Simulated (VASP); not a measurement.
A run of VASP 6.6.1 is set up as follows.

File INCAR:

```
SYSTEM = NbH
ALGO = Normal
EDIFF = 1E-6
ENCUT = 520
GGA = PS
ISIF = 2
ISMEAR = 0
LASPH = .True.
LCHARG = .True.
LELF = .True.
LREAL = .False.
LVHAR = .True.
LWAVE = .False.
NBANDS = 22
NELM = 100
PREC = Accurate
SIGMA = 0.1
```

KPOINTS

```
k-points
0
Gamma
  14 14 12
  0 0 0
```

Contents of POSCAR:

```
NbH
1.0
    3.0505489364      0.0000000000      0.0000000000
    0.0000000000      3.1556562989      0.0000000000
    0.0000000000      0.0000000000      4.0599171518
Nb H
2 2
Direct
    0.0000000000      0.0000000000      0.0000000000
    0.5000000000      0.5000000000      0.5000000000
    0.0000000000      0.0000000000      0.5000000000
    0.5000000000      0.5000000000      0.0000000000
```

Potentials or basis: VASP PAW PBE potentials, release 64 (Nb_sv, H).

Command:

```bash
$ cat potpaw_PBE.64/Nb_sv/POTCAR potpaw_PBE.64/H/POTCAR > POTCAR
$ mpirun -np 1 vasp_std > vasp.out
```

(1) What does it give for the band gap on the k mesh?

(2) What does it give for the pressure?

Results:

(1) zero (bands 14 and 15 overlap by 2.47 eV).

(2) 0.6 GPa.

Caveat: the cell differs from its parent crystal (uniaxial strain along a: -4.0 %, then relaxed in part); the PAW data sets were made with another functional, which shifts forces and pressure a little.
